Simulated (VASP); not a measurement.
# TiO2 in VASP: single point with PBE+D3(BJ)

Aim: the single point of TiO2 with PBE+D3(BJ).

Program: VASP 6.6.1. These are calculated values, not measurements. Logs are shortened: lines on timing, memory, paths and dates and some standing lists are left out, and cuts for length are marked.

### Step 1. The cell of the first run

The cell holds a slab with vacuum, 18 atoms: a = 3.787 Å, b = 5.484 Å, c = 26.390 Å, α = 90.00°, β = 90.00°, γ = 110.20°.

### Step 2. Single point, PBE+D3(BJ)

INCAR reads:

```
SYSTEM = TiO2
PREC = Accurate ; ENCUT = 520
EDIFF = 1E-6 ; ISMEAR = 0
SIGMA = 0.05 ; LREAL = Auto
LASPH = .True. ; NELM = 100
ALGO = Normal ; ISIF = 2
LWAVE = .False. ; LCHARG = .False.
LDIPOL = .True. ; IDIPOL = 3
DIPOL = 0.5 0.5 0.501 ; GGA = PE
IVDW = 12 ; ISYM = 0
NBANDS = 87
```

KPOINTS reads:

```
regular mesh
0
Gamma
  8 5 1
  0 0 0
```

POSCAR reads:

```
TiO2
1.0
    3.7873670170      0.0000000000      0.0000000000
   -1.8936835085      5.1467414271      0.0000000000
    0.0000000000      0.0000000000     26.3895228026
O Ti
12 6
Direct
    0.3153074465      0.6306148930      0.3220975257
    0.5991521024      0.1983042048      0.3554600458
    0.9554498008      0.9108996017      0.3776397932
    0.2392944568      0.4785889135      0.4110023133
    0.4506860702      0.9013721403      0.4555476062
    0.7345307261      0.4690614522      0.4889101263
    0.0905997657      0.1811996148      0.5105037644
    0.3784048421      0.7568115218      0.5454376284
    0.5970840975      0.1941669311      0.5876786722
    0.8775377653      0.7550785905      0.6236347485
    0.2368695124      0.4737419563      0.6539056276
    0.5290360648      0.0580769176      0.6776798573
    0.1353786236      0.2707572473      0.3498686595
    0.4192232796      0.8384465592      0.3832311796
    0.2707572473      0.5415144947      0.4833187399
    0.5495655023      0.0991311522      0.5152935304
    0.4141977769      0.8283991130      0.6230095227
    0.6856548461      0.3713118148      0.6455870877
```

Potentials or basis: VASP PAW PBE potentials, release 64 (O, Ti_sv).

Launch:

```sh
cat potpaw_PBE.64/O/POTCAR potpaw_PBE.64/Ti_sv/POTCAR > POTCAR
mpirun -np 1 vasp_std > vasp.out
```

OUTCAR:

```text
SYSTEM = TiO2
   PREC = Accurate
   ENCUT = 520
   EDIFF = 1E-6
   ISMEAR = 0
   LREAL = Auto
   LASPH = .True.
   NELM = 100
   ISIF = 2
   GGA = PE
   IVDW = 12
   ISYM = 0
 IVDW          = 12

 ion  position               nearest neighbor table
   1  0.315  0.631  0.322-  14 1.94  13 1.99
   2  0.599  0.198  0.355-  13 1.94  13 1.94  14 1.99
   3  0.955  0.911  0.378-  14 1.94  14 1.94  13 1.99
   4  0.239  0.479  0.411-  13 1.94  15 1.94  14 1.99
   5  0.451  0.901  0.456-  16 1.88  14 1.94  15 1.99
   6  0.735  0.469  0.489-  15 1.94  15 1.94  16 2.03
   7  0.091  0.181  0.511-  16 1.94  16 1.94  15 1.99
   8  0.378  0.757  0.545-  16 1.93  15 1.98  17 2.08
   9  0.597  0.194  0.588-  18 1.78  16 1.97  17 2.10
  10  0.878  0.755  0.624-  17 1.93  17 1.93  18 2.06
  11  0.237  0.474  0.654-  18 1.98  18 1.98  17 2.00
  12  0.529  0.058  0.678-  18 1.82  17 1.87
  13  0.135  0.271  0.350-   4 1.94   2 1.94   2 1.94   3 1.99   1 1.99
  14  0.419  0.838  0.383-   3 1.94   5 1.94   3 1.94   1 1.94   4 1.99   2 1.99
  15  0.271  0.542  0.483-   6 1.94   4 1.94   6 1.94   8 1.98   7 1.99   5 1.99
  16  0.550  0.099  0.515-   5 1.88   8 1.93   7 1.94   7 1.94   9 1.97   6 2.03
  17  0.414  0.828  0.623-  12 1.87  10 1.93  10 1.93  11 2.00   8 2.08   9 2.10  18 2.86
  18  0.686  0.371  0.646-   9 1.78  12 1.82  11 1.98  11 1.98  10 2.06  17 2.86

IMPORTANT INFORMATION: All symmetrisations will be switched off!
NOSYMM: (Re-)initialisation of all symmetry stuff for point group C_1.

----------------------------------------------------------------------------------------

                                     Primitive cell

  volume of cell :     514.4004

  direct lattice vectors                    reciprocal lattice vectors
     3.787367017  0.000000000  0.000000000     0.264035673  0.097148848  0.000000000
    -1.893683508  5.146741427  0.000000000     0.000000000  0.194297696  0.000000000
     0.000000000  0.000000000 26.389522803     0.000000000  0.000000000  0.037893827

  length of vectors
     3.787367017  5.484066424 26.389522803     0.281340959  0.194297696  0.037893827

  position of ions in fractional coordinates (direct lattice)
     0.315307447  0.630614893  0.322097526
     0.599152102  0.198304205  0.355460046
     0.955449801  0.910899602  0.377639793
     0.239294457  0.478588913  0.411002313
     0.450686070  0.901372140  0.455547606
     0.734530726  0.469061452  0.488910126
[... 10 lines left out ...]
     0.414197777  0.828399113  0.623009523
     0.685654846  0.371311815  0.645587088

  ion indices of the primitive-cell ions
   primitive index   ion index
                 1           1
                 2           2
                 3           3
                 4           4
                 5           5
                 6           6
[... 10 lines left out ...]
                17          17
                18          18

----------------------------------------------------------------------------------------

 KPOINTS: regular mesh

Automatic generation of k-mesh.
 Grid dimensions read from file:
 generate k-points for:    8    5    1

 Generating k-lattice:

  Cartesian coordinates                     Fractional coordinates (reciprocal lattice)
     0.033004459  0.012143606  0.000000000     0.125000000  0.000000000  0.000000000
     0.000000000  0.038859539  0.000000000     0.000000000  0.200000000  0.000000000
     0.000000000  0.000000000  0.037893827     0.000000000  0.000000000  1.000000000

  Length of vectors
     0.035167620  0.038859539  0.037893827

  Shift w.r.t. Gamma in fractional coordinates (k-lattice)
     0.000000000  0.000000000  0.000000000

 -----------------------------------------------------------------------------
|                                                                             |
|           W    W    AA    RRRRR   N    N  II  N    N   GGGG   !!!           |
|           W    W   A  A   R    R  NN   N  II  NN   N  G    G  !!!           |
|           W    W  A    A  R    R  N N  N  II  N N  N  G       !!!           |
|           W WW W  AAAAAA  RRRRR   N  N N  II  N  N N  G  GGG   !            |
|           WW  WW  A    A  R   R   N   NN  II  N   NN  G    G                |
|           W    W  A    A  R    R  N    N  II  N    N   GGGG   !!!           |
|                                                                             |
|     Your reciprocal lattice and k-lattice belong to different lattice       |
|     classes:                                                                |
|                                                                             |
|        The reciprocal lattice is base centered orthorhombic,                |
|        whereas your k-lattice is simple monoclinic.                         |
|                                                                             |
|     Results are often still useful ...                                      |
|                                                                             |
 -----------------------------------------------------------------------------

 WARNING: IBZKPT: internal override: KBLOWUP is changed to .FALSE.
      ... skipping the blow-up phase ...

 Subroutine IBZKPT returns following result:
 ===========================================

 Found     21 irreducible k-points:

 Following reciprocal coordinates:
            Coordinates               Weight
  0.000000  0.000000  0.000000      1.000000
  0.125000  0.000000  0.000000      2.000000
  0.250000  0.000000  0.000000      2.000000
  0.375000  0.000000  0.000000      2.000000
  0.500000  0.000000  0.000000      1.000000
  0.000000  0.200000  0.000000      2.000000
[... 13 lines left out ...]
 -0.250000  0.400000  0.000000      2.000000
 -0.125000  0.400000  0.000000      2.000000
   k-points           NKPTS =     21   k-points in BZ     NKDIM =     21   number of bands    NBANDS=     87
   number of dos      NEDOS =    301   number of ions     NIONS =     18
   total plane-waves  NPLWV = 230496
   dimension x,y,z NGX =    28 NGY =   42 NGZ =  196
   dimension x,y,z NGXF=    56 NGYF=   84 NGZF=  392
   ions per type =              12   6
   NGX,Y,Z   is equivalent  to a cutoff of  12.29, 12.73, 12.35 a.u.
   NGXF,Y,Z  is equivalent  to a cutoff of  24.58, 25.46, 24.69 a.u.
 SYSTEM =  TiO2
   PREC   = accura    normal or accurate (medium, high low for compatibility)
   ISTART =      0    job   : 0-new  1-cont  2-samecut
   ICHARG =      2    charge: 1-file 2-atom 10-const
   ISPIN  =      1    spin polarized calculation?
   LNONCOLLINEAR =      F non collinear calculations
   LSORBIT =      F    spin-orbit coupling
   LASPH  =      T    aspherical Exc in radial PAW
   ENCUT  =  520.0 eV  38.22 Ry    6.18 a.u.   7.04 10.20 49.07*2*pi/ulx,y,z
   NELM   =    100;   NELMIN=  2; NELMDL= -5     # of ELM steps
   EDIFF  = 0.1E-05   stopping-criterion for ELM
   LREAL  =      T    real-space projection
   EDIFFG = 0.1E-04   stopping-criterion for IOM
   NSW    =      0    number of steps for IOM
   IBRION =     -1    ionic relax: 0-MD 1-quasi-New 2-CG
   NFREE  =      0    steps in history (QN), initial steepest desc. (CG)
   ISIF   =      2    stress and relaxation
   ISYM   =      0    0-nonsym 1-usesym 2-fastsym
   POTIM  = 0.5000    time-step for ionic-motion
   TEBEG  =    0.0;   TEEND  =   0.0 temperature during run
   PSTRESS=    0.0 pullay stress
   NELECT =     144.0000    total number of electrons
   NUPDOWN=      -1.0000    fix difference up-down
   EMIN   =  10.00;   EMAX   =-10.00  energy-range for DOS
   EFERMI =   0.00;   METHOD = LEGACY
   ISMEAR =     0;   SIGMA  =   0.05  broadening in eV -4-tet -1-fermi 0-gaus
   EFERMI_NEDOS =   21; number of points for ismear=-14 and -15
   IALGO  =     38    algorithm
   IMIX   =      4    mixing-type and parameters
     AMIX     =   0.40;   BMIX     =  1.00
     AMIX_MAG =   1.60;   BMIX_MAG =  1.00
  volume/ion in A,a.u.               =      28.58       192.85
  Fermi-wavevector in a.u.,A,eV,Ry     =   1.070932  2.023768 15.604459  1.146895
  Thomas-Fermi vector in A             =   2.206657
   LORBIT       =      0    0 simple, 1 ext, 2 COOP (PROOUT), +10 PAW based schemes
   GGA     = PE    functional components
   LHFCALC =     F    Hartree Fock is set to
   AEXX    =    0.0000 exact exchange contribution
   IVDW    =    12    specifies the selected vdW correction
   LEPSILON=     F    determine dielectric tensor
   LRPA    =     F    only Hartree local field effects (RPA)
 non-spin polarized calculation
 Gauss-broadening in eV      SIGMA  =   0.05
  energy-cutoff  :      520.00
  volume of cell :      514.40
 maximum number of plane-waves:     13893
   NGX = 15   NGY = 21   NGZ = 99

 number of electron     144.0000010 magnetization

 dipolmoment           0.000000      0.000000      0.064486 electrons x Angstroem

 Free energy of the ion-electron system (eV)
  ---------------------------------------------------
  ext. energy  EPLUGINS =         0.00000000
  ---------------------------------------------------
  free energy    TOTEN  =      -159.58463203 eV

  energy without entropy =     -159.58463203  energy(sigma->0) =     -159.58463203

 E-fermi :  -2.4262     XC(G=0):  -4.7664

 val. band max:       -2.7946186366   @ k =   0.5000   0.0000   0.0000
 cond. band min:      -0.8188771698   @ k =   0.0000   0.0000   0.0000
 fundamental gap:      1.9757414668
 Fermi energy:        -2.4262220621

 k-point     1 :       0.0000    0.0000    0.0000
  band No.  band energies     occupation
      1     -59.6675      2.00000
      2     -59.3193      2.00000
      3     -59.2105      2.00000
      4     -59.1527      2.00000
      5     -59.1160      2.00000
      6     -59.0097      2.00000
[... 1816 lines left out ...]
     83       0.7790      0.00000
     84       0.8652      0.00000
 [bands above 84 left out]

------------------------ aborting loop because EDIFF is reached ----------------------------------------

 vacuum level on the upper side and lower side of the slab       (xc-potential included)         0.118        -0.466

 Edisp (eV)   -3.21440

 E8    (eV) :    -1.3093

  FORCE on cell =-STRESS in cart. coord.  units (eV):
  Direction    XX          YY          ZZ          XY          YZ          ZX
  --------------------------------------------------------------------------------------
  -------------------------------------------------------------------------------------
  Total      -2.78046    -6.28689     0.05027    -0.00577    -1.41945     0.00046
  in kB      -8.66016   -19.58146     0.15658    -0.01798    -4.42110     0.00142
  external pressure =       -9.36 kB  Pullay stress =        0.00 kB

 VOLUME and BASIS-vectors are now :
 -----------------------------------------------------------------------------
  energy-cutoff  :      520.00
  volume of cell :      514.40
      direct lattice vectors                 reciprocal lattice vectors
     3.787367017  0.000000000  0.000000000     0.264035673  0.097148848  0.000000000
    -1.893683508  5.146741427  0.000000000     0.000000000  0.194297696  0.000000000
     0.000000000  0.000000000 26.389522803     0.000000000  0.000000000  0.037893827

 POSITION                                       TOTAL-FORCE (eV/Angst)
 -----------------------------------------------------------------------------------
      0.00000      3.24561      8.50000         0.001666     -1.817316      0.954970
      1.89368      1.02062      9.38042         0.003263      0.312549     -1.106723
      1.89368      4.68816      9.96573        -0.001771      0.370556     -0.098163
      0.00000      2.46317     10.84615         0.001988     -1.059641     -0.484945
      0.00000      4.63913     12.02168        -0.001927     -0.123719     -0.162358
      1.89368      2.41414     12.90210        -0.002660      0.155485     -0.129625
[... 10 lines left out ...]
     -0.00001      4.26356     16.44092         0.006749     -0.037089     -0.059875
      1.89368      1.91105     17.03674         0.009224      0.106808      0.047103
 -----------------------------------------------------------------------------------
    total drift:                                0.007708      0.000633      0.002029

  FREE ENERGIE OF THE ION-ELECTRON SYSTEM (eV)
  ---------------------------------------------------
  free  energy   TOTEN  =      -162.7990340890 eV

  energy  without entropy=     -162.7990340890  energy(sigma->0) =     -162.79903409

 vacuum level on the upper side and lower side of the slab         4.365         3.769
```

It took 65 min on 1 thread of Oxide Virtual Turin-like, shared host; peak memory 0.82 GiB.

Results:

```
Free energy                : -162.7990 eV
Largest force              : 4.152 eV/Å
Band gap on the k mesh     : 1.98 eV (least direct gap 2.31 eV)
Dispersion energy per atom : -0.179 eV
```

Forces on the atoms (eV/Å):
```
O    0.002 -1.817  0.955
O    0.003  0.313 -1.107
O   -0.002  0.371 -0.098
O    0.002 -1.060 -0.485
O   -0.002 -0.124 -0.162
O   -0.003  0.155 -0.130
O   -0.003 -0.014  0.013
O   -0.003 -0.031  0.023
O   -0.001 -0.014 -0.070
O   -0.002  0.009 -0.004
O   -0.003 -0.017  0.021
O    0.002 -0.026  0.115
Ti  -0.007  3.798  1.677
Ti   0.007 -1.566 -1.774
Ti   0.000 -0.063  1.016
Ti  -0.008  0.017  0.022
Ti   0.007 -0.037 -0.060
Ti   0.009  0.107  0.047
```
